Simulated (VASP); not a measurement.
The system is Te2Mo.

```
Te Mo
1.0
     3.49640    0.00000    0.00000
    -1.74820    3.02797    0.00000
     0.00000    0.00000   13.70084
Te Mo
4 2
Direct
  0.33333 0.66667 0.61734
  0.66667 0.33333 0.11734
  0.33333 0.66667 0.88266
  0.66667 0.33333 0.38266
  0.33333 0.66667 0.25000
  0.66667 0.33333 0.75000
```

| Quantity | Value |
| --- | --- |
| Program | VASP 6.6.1 |
| Task | relaxation of cell and atoms |
| Functional | LDA |
| Potentials or basis | VASP PAW LDA potentials, release 64 (Te, Mo_sv) |
| Cutoff | 600 eV |
| k mesh | 12 × 12 × 2 |
| Occupations | gaussian, width 0.02 eV |
| Spin | no spin polarisation |

At the start: pressure -2.3 GPa; volume 24.18 Å³/atom.

How do energy, volume and symmetry change on relaxing?

Over 14 steps the energy falls by 4.6 meV/atom and the volume is 23.99 Å³/atom (-0.8 %); space group P6_3/mmc (No. 194, to 0.05 Å).

The path:
```tsv
step	energy change (eV)	largest force (eV/Å)	pressure (GPa)	volume (Å³)
1	0.0000	0.3888	-2.30	145.05
2	0.0657	0.6765	5.03	137.88
3	-0.0234	0.0520	0.01	142.56
4	-0.0235	0.0446	0.06	142.51
5	-0.0245	0.0469	0.08	142.57
6	-0.0254	0.0508	0.13	142.68
7	-0.0256	0.0528	0.15	142.72
8	-0.0264	0.0462	0.06	143.10
9	-0.0270	0.0373	-0.07	143.62
10	-0.0268	0.0209	-0.32	144.67
11	-0.0272	0.0307	-0.17	144.02
12	-0.0269	0.0589	0.29	143.83
13	-0.0273	0.0018	0.00	143.95
14	-0.0273	0.0006	-0.01	143.95
```

Final structure:
```cif
data_structure
_symmetry_space_group_name_H-M 'P 1'
_symmetry_Int_Tables_number 1
_cell_length_a 3.4751
_cell_length_b 3.4751
_cell_length_c 13.7648
_cell_angle_alpha 90.000
_cell_angle_beta 90.000
_cell_angle_gamma 120.000
_cell_volume 143.95
loop_
_atom_site_label
_atom_site_type_symbol
_atom_site_fract_x
_atom_site_fract_y
_atom_site_fract_z
_atom_site_occupancy
Te1 Te 0.33333 0.66667 0.61931 1
Te2 Te 0.66667 0.33333 0.11931 1
Te3 Te 0.33333 0.66667 0.88069 1
Te4 Te 0.66667 0.33333 0.38069 1
Mo1 Mo 0.33333 0.66667 0.25000 1
Mo2 Mo 0.66667 0.33333 0.75000 1
```
